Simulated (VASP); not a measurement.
# KF (Fm-3m) in VASP: notebook

Runs on KF. Level: PBEsol. Tasks: single point, relaxation of the atoms.

Everything below comes from runs of VASP 6.6.1. Logs are shortened: lines on timing, memory, paths and dates and some standing lists are left out, and cuts for length are marked.

### Step 1. The cell of the first run

Symmetry: Fm-3m, No. 225, cubic system. The conventional cell has a = 4.928 Å, b = 4.928 Å, c = 4.928 Å, α = 90.00°, β = 90.00°, γ = 90.00°. Within 3.3 Å of K (site symmetry m-3m) lie 6 F at 2.46 Å. F (site symmetry m-3m) has 6 K at 2.46 Å within 3.3 Å.

### Step 2. Single point, PBEsol

INCAR reads:

```
SYSTEM = KF
  PREC = Accurate
  ENCUT = 520
  EDIFF = 1E-6
  ISMEAR = -1
  SIGMA = 0.03
  LREAL = .False.
  LASPH = .True.
  NELM = 60
  ALGO = Normal
  ISIF = 2
  LWAVE = .False.
  LCHARG = .False.
  GGA = PS
  NBANDS = 15
```

KPOINTS reads:

```
Automatic mesh
0
Gamma
  9 9 9
  0 0 0
```

POSCAR reads:

```
KF
1.0
    0.0000000000      2.4641391241      2.4641391241
    2.4641391241      0.0000000000      2.4641391241
    2.4641391241      2.4641391241      0.0000000000
K F
1 1
Direct
    0.0000000000      0.0000000000      0.0000000000
    0.5000000000      0.5000000000      0.5000000000
```

Potentials or basis: VASP PAW PBE potentials, release 64 (K_sv, F).

The run is started by

```sh
$ cat potpaw_PBE.64/K_sv/POTCAR potpaw_PBE.64/F/POTCAR > POTCAR
$ mpirun -np 1 vasp_std > vasp.out
```

OUTCAR:

```text
SYSTEM = KF
   PREC = Accurate
   ENCUT = 520
   EDIFF = 1E-6
   ISMEAR = -1
   LREAL = .False.
   LASPH = .True.
   NELM = 60
   ISIF = 2
   GGA = PS

 ion  position               nearest neighbor table
   1  0.000  0.000  0.000-   2 2.46   2 2.46   2 2.46   2 2.46   2 2.46   2 2.46
   2  0.500  0.500  0.500-   1 2.46   1 2.46   1 2.46   1 2.46   1 2.46   1 2.46

  LATTYP: Found a face centered cubic cell.
 ALAT       =     4.9282782482

  Lattice vectors:

 A1 = (   0.0000000000,   2.4641391241,   2.4641391241)
 A2 = (   2.4641391241,   0.0000000000,   2.4641391241)
 A3 = (   2.4641391241,   2.4641391241,   0.0000000000)

Analysis of symmetry for initial positions (statically):
=====================================================================
 Subroutine PRICEL returns:
 Original cell was already a primitive cell.

 Routine SETGRP: Setting up the symmetry group for a
 face centered cubic supercell.

 Subroutine GETGRP returns: Found 48 space group operations
 (whereof 48 operations were pure point group operations)
 out of a pool of 48 trial point group operations.

The static configuration has the point symmetry O_h .

Analysis of symmetry for dynamics (positions and initial velocities):
=====================================================================
 Subroutine PRICEL returns:
 Original cell was already a primitive cell.

 Routine SETGRP: Setting up the symmetry group for a
 face centered cubic supercell.

 Subroutine GETGRP returns: Found 48 space group operations
 (whereof 48 operations were pure point group operations)
 out of a pool of 48 trial point group operations.

The dynamic configuration has the point symmetry O_h .

 Subroutine INISYM returns: Found 48 space group operations
 (whereof 48 operations are pure point group operations),
 and found     1 'primitive' translations

----------------------------------------------------------------------------------------

                                     Primitive cell

  volume of cell :      29.9244

  direct lattice vectors                    reciprocal lattice vectors
     0.000000000  2.464139124  2.464139124    -0.202910621  0.202910621  0.202910621
     2.464139124  0.000000000  2.464139124     0.202910621 -0.202910621  0.202910621
     2.464139124  2.464139124  0.000000000     0.202910621  0.202910621 -0.202910621

  length of vectors
     3.484818969  3.484818969  3.484818969     0.351451505  0.351451505  0.351451505

  position of ions in fractional coordinates (direct lattice)
     0.000000000  0.000000000  0.000000000
     0.500000000  0.500000000  0.500000000

  ion indices of the primitive-cell ions
   primitive index   ion index
                 1           1
                 2           2

----------------------------------------------------------------------------------------

 KPOINTS: Automatic mesh

Automatic generation of k-mesh.
 Grid dimensions read from file:
 generate k-points for:    9    9    9

 Generating k-lattice:

  Cartesian coordinates                     Fractional coordinates (reciprocal lattice)
    -0.022545625  0.022545625  0.022545625     0.111111111  0.000000000  0.000000000
     0.022545625 -0.022545625  0.022545625     0.000000000  0.111111111  0.000000000
     0.022545625  0.022545625 -0.022545625     0.000000000  0.000000000  0.111111111

  Length of vectors
     0.039050167  0.039050167  0.039050167

  Shift w.r.t. Gamma in fractional coordinates (k-lattice)
     0.000000000  0.000000000  0.000000000

 Subroutine IBZKPT returns following result:
 ===========================================

 Found     35 irreducible k-points:

 Following reciprocal coordinates:
            Coordinates               Weight
  0.000000  0.000000  0.000000      1.000000
  0.111111  0.000000  0.000000      8.000000
  0.222222  0.000000  0.000000      8.000000
  0.333333  0.000000  0.000000      8.000000
  0.444444  0.000000  0.000000      8.000000
  0.111111  0.111111  0.000000      6.000000
[... 16 lines left out ...]
 -0.333333  0.333333  0.000000     12.000000
  0.444444  0.444444  0.000000      6.000000
 [... further k-points ...]
   k-points           NKPTS =     35   k-points in BZ     NKDIM =     35   number of bands    NBANDS=     15
   number of dos      NEDOS =    301   number of ions     NIONS =      2
   total plane-waves  NPLWV =  21952
   dimension x,y,z NGX =    28 NGY =   28 NGZ =   28
   dimension x,y,z NGXF=    56 NGYF=   56 NGZF=   56
   ions per type =               1   1
   NGX,Y,Z   is equivalent  to a cutoff of  13.36, 13.36, 13.36 a.u.
   NGXF,Y,Z  is equivalent  to a cutoff of  26.72, 26.72, 26.72 a.u.
 SYSTEM =  KF
   PREC   = accura    normal or accurate (medium, high low for compatibility)
   ISTART =      0    job   : 0-new  1-cont  2-samecut
   ICHARG =      2    charge: 1-file 2-atom 10-const
   ISPIN  =      1    spin polarized calculation?
   LNONCOLLINEAR =      F non collinear calculations
   LSORBIT =      F    spin-orbit coupling
   LASPH  =      T    aspherical Exc in radial PAW
   ENCUT  =  520.0 eV  38.22 Ry    6.18 a.u.   6.48  6.48  6.48*2*pi/ulx,y,z
   NELM   =     60;   NELMIN=  2; NELMDL= -5     # of ELM steps
   EDIFF  = 0.1E-05   stopping-criterion for ELM
   LREAL  =      F    real-space projection
   EDIFFG = 0.1E-04   stopping-criterion for IOM
   NSW    =      0    number of steps for IOM
   IBRION =     -1    ionic relax: 0-MD 1-quasi-New 2-CG
   NFREE  =      0    steps in history (QN), initial steepest desc. (CG)
   ISIF   =      2    stress and relaxation
   ISYM   =      2    0-nonsym 1-usesym 2-fastsym
   POTIM  = 0.5000    time-step for ionic-motion
   TEBEG  =    0.0;   TEEND  =   0.0 temperature during run
   PSTRESS=    0.0 pullay stress
   NELECT =      16.0000    total number of electrons
   NUPDOWN=      -1.0000    fix difference up-down
   EMIN   =  10.00;   EMAX   =-10.00  energy-range for DOS
   EFERMI =   0.00;   METHOD = LEGACY
   ISMEAR =    -1;   SIGMA  =   0.03  broadening in eV -4-tet -1-fermi 0-gaus
   EFERMI_NEDOS =   21; number of points for ismear=-14 and -15
   IALGO  =     38    algorithm
   IMIX   =      4    mixing-type and parameters
     AMIX     =   0.40;   BMIX     =  1.00
     AMIX_MAG =   1.60;   BMIX_MAG =  1.00
  volume/ion in A,a.u.               =      14.96       100.97
  Fermi-wavevector in a.u.,A,eV,Ry     =   1.328739  2.510952 24.021721  1.765547
  Thomas-Fermi vector in A             =   2.457954
   LORBIT       =      0    0 simple, 1 ext, 2 COOP (PROOUT), +10 PAW based schemes
   GGA     = PS    functional components
   LHFCALC =     F    Hartree Fock is set to
   AEXX    =    0.0000 exact exchange contribution
   IVDW    =     0    specifies the selected vdW correction
   LEPSILON=     F    determine dielectric tensor
   LRPA    =     F    only Hartree local field effects (RPA)
 non-spin polarized calculation
  energy-cutoff  :      520.00
  volume of cell :       29.92
 maximum number of plane-waves:       821
 NGX is ok and might be reduce to    28
   NGX = 13   NGY = 13   NGZ = 13

 number of electron      16.0000007 magnetization

 Free energy of the ion-electron system (eV)
  ---------------------------------------------------
  ext. energy  EPLUGINS =         0.00000000
  ---------------------------------------------------
  free energy    TOTEN  =        -8.26171832 eV

  energy without entropy =       -8.26171832  energy(sigma->0) =       -8.26171832

 E-fermi :  -1.3816     XC(G=0):  -9.8404

 val. band max:       -2.0703062328   @ k =   0.4444   0.4444   0.0000
 cond. band min:       5.3205484593   @ k =   0.0000   0.0000   0.0000
 fundamental gap:      7.3908546920
 Fermi energy:        -1.3815619360

 k-point     1 :       0.0000    0.0000    0.0000
  band No.  band energies     occupation
      1     -27.5626      2.00000
      2     -20.7489      2.00000
      3     -10.5754      2.00000
      4     -10.5754      2.00000
      5     -10.5754      2.00000
      6      -2.1114      2.00000
      7      -2.1114      2.00000
      8      -2.1114      2.00000
      9       5.3205      0.00000
     10       9.0871      0.00000
     11       9.0871      0.00000
     12       9.0871      0.00000
     13      11.1437      0.00000
     14      11.1437      0.00000
     15      16.1021      0.00000

 k-point     2 :       0.1111    0.0000    0.0000
  band No.  band energies     occupation
      1     -27.5286      2.00000
      2     -20.7876      2.00000
      3     -10.6266      2.00000
      4     -10.5809      2.00000
      5     -10.5809      2.00000
      6      -2.2754      2.00000
      7      -2.1903      2.00000
      8      -2.1903      2.00000
      9       5.7490      0.00000
     10       8.8620      0.00000
     11       9.3066      0.00000
     12       9.3066      0.00000
     13      11.3336      0.00000
     14      11.3336      0.00000
     15      16.8937      0.00000

 k-point     3 :       0.2222    0.0000    0.0000
  band No.  band energies     occupation
      1     -27.4404      2.00000
      2     -20.8879      2.00000
      3     -10.7549      2.00000
      4     -10.5944      2.00000
      5     -10.5944      2.00000
      6      -2.6443      2.00000
      7      -2.3843      2.00000
      8      -2.3843      2.00000
      9       6.7937      0.00000
     10       8.5924      0.00000
     11       9.8909      0.00000
     12       9.8909      0.00000
     13      11.8772      0.00000
     14      11.8772      0.00000
     15      18.5088      0.00000
[... 343 lines left out ...]
 k-point    23 :      -0.3333    0.3333    0.0000
  band No.  band energies     occupation
      1     -27.2069      2.00000
      2     -21.0104      2.00000
      3     -11.4431      2.00000
      4     -10.9956      2.00000
      5     -10.7930      2.00000
      6      -2.7544      2.00000
      7      -2.5254      2.00000
      8      -2.1415      2.00000
      9       7.8147      0.00000
     10       9.1744      0.00000
     11      10.7279      0.00000
     12      12.3537      0.00000
     13      13.0391      0.00000
     14      15.0415      0.00000
     15      17.1230      0.00000

 k-point    24 :       0.4444    0.4444    0.0000
  band No.  band energies     occupation
      1     -27.2137      2.00000
      2     -20.9084      2.00000
      3     -11.7161      2.00000
      4     -11.0210      2.00000
      5     -11.0210      2.00000
      6      -2.1578      2.00000
      7      -2.0703      2.00000
      8      -2.0703      2.00000
      9       6.0703      0.00000
     10       9.3962      0.00000
     11      11.6016      0.00000
     12      12.7269      0.00000
     13      13.5035      0.00000
     14      13.5035      0.00000
     15      16.9684      0.00000

 [... further k-points ...]
[... 5 lines left out ...]
  --------------------------------------------------------------------------------------
  -------------------------------------------------------------------------------------
  Total        2.4746282      2.4746282      2.4746282      0.0000000      0.0000000     -0.0000000
  in kB      132.4935923    132.4935923    132.4935923      0.0000000      0.0000000     -0.0000000
  external PRESSURE =     132.4935923 kB  Pullay stress =       0.0000000 kB

 VOLUME and BASIS-vectors are now :
 -----------------------------------------------------------------------------
  energy-cutoff  :      520.00
  volume of cell :       29.92
      direct lattice vectors                 reciprocal lattice vectors
     0.000000000  2.464139124  2.464139124    -0.202910621  0.202910621  0.202910621
     2.464139124  0.000000000  2.464139124     0.202910621 -0.202910621  0.202910621
     2.464139124  2.464139124  0.000000000     0.202910621  0.202910621 -0.202910621

 POSITION                                       TOTAL-FORCE (eV/Angst)
 -----------------------------------------------------------------------------------
      0.00000      0.00000      0.00000         0.000000      0.000000      0.000000
      2.46414      2.46414      2.46414        -0.000000      0.000000     -0.000000
 -----------------------------------------------------------------------------------
    total drift:                                0.000000      0.000000      0.000000

  FREE ENERGIE OF THE ION-ELECTRON SYSTEM (eV)
  ---------------------------------------------------
  free  energy   TOTEN  =        -8.2617183210 eV

  energy  without entropy=       -8.2617183210  energy(sigma->0) =       -8.26171832
```

Run time: 22 s. Hardware: 1 thread of Intel Xeon 8259CL, shared host; peak memory 0.16 GiB.

What came out:

* Free energy: -8.2617 eV
* Pressure: 13.2 GPa
* Band gap on the k mesh: 7.39 eV (least direct gap 7.43 eV)

Caveat: the cell stands under pressure; the PAW data sets were made with another functional, which shifts forces and pressure a little; an odd mesh through Γ misses points on the zone boundary, where band edges can lie.

### Step 3. Single point, PBEsol (14.96 Å³/atom)

INCAR reads:

```
  PREC = Accurate
  ENCUT = 520
  EDIFF = 1E-7
  ISMEAR = -1
  SIGMA = 0.03
  LREAL = False
  LASPH = True
  NELM = 100
  ALGO = Normal
  ISIF = 2
  LWAVE = False
  LCHARG = False
  GGA = PS
  NBANDS = 15
```

KPOINTS reads:

```
Automatic mesh
0
Gamma
  9 9 9
```

POSCAR is that of step 2.

Potentials or basis: VASP PAW PBE potentials, release 64 (K_sv, F).

The run is started by

```sh
$ cat potpaw_PBE.64/K_sv/POTCAR potpaw_PBE.64/F/POTCAR > POTCAR
$ mpirun -np 1 vasp_std > vasp.out
```

Wall time 23 s (1 thread of Intel Xeon 8259CL, shared host); peak memory 0.16 GiB.

It converged, with:

- Free energy: -8.2617 eV
- Pressure: 13.2 GPa
- Band gap on the k mesh: 7.39 eV (least direct gap 7.43 eV)

Levels at points of the mesh, in eV from the valence-band top:
| k point | band 6 | band 7 | band 8 | band 9 | band 10 | band 11 |
| --- | --- | --- | --- | --- | --- | --- |
| (0.00, 0.00, 0.00) | -0.04 | -0.04 | -0.04 | 7.39 | 11.16 | 11.16 |

Caveat: the cell stands under pressure; the PAW data sets were made with another functional, which shifts forces and pressure a little; an odd mesh through Γ misses points on the zone boundary, where band edges can lie.

(Continued in part 2 of 2.)
